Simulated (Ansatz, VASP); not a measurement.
**One calculation of P, two programs**

```
P
1.0
     3.44900    0.00000    0.00000
    -1.72450    2.98692    0.00000
     0.00000    0.00000   28.00000
P
2
Direct
  0.33333 0.66667 0.53336
  0.66667 0.33333 0.46664
```

Alike in both runs: task single point; functional PBE; dispersion D3(BJ); k mesh 9 × 9 × 1; occupations gaussian, width 0.02 eV; no spin polarisation.

|  | VASP | Ansatz |
| --- | --- | --- |
| version | VASP 6.6.1 | Ansatz 0.2.0 |
| potentials or method | VASP PAW PBE potentials, release 64 (P), cutoff 520 eV | scalar-relativistic, plane waves, PAW |
| valence electrons in the cell | 10 | 10 |

VASP gave:

| Quantity | Value |
| --- | --- |
| gap on the k mesh at the Fermi level (eV) | none |
| rms of the force components (eV/Å) | 2.589 |

**Question.** What did Ansatz give for the same quantities?

**Answer.** gap on the k mesh at the Fermi level (eV): none; rms of the force components (eV/Å): 2.579.

Atom by atom the forces differ by 0.010 eV/Å (rms over components). A gap of «none» marks a metal or a gap that the smearing closes.
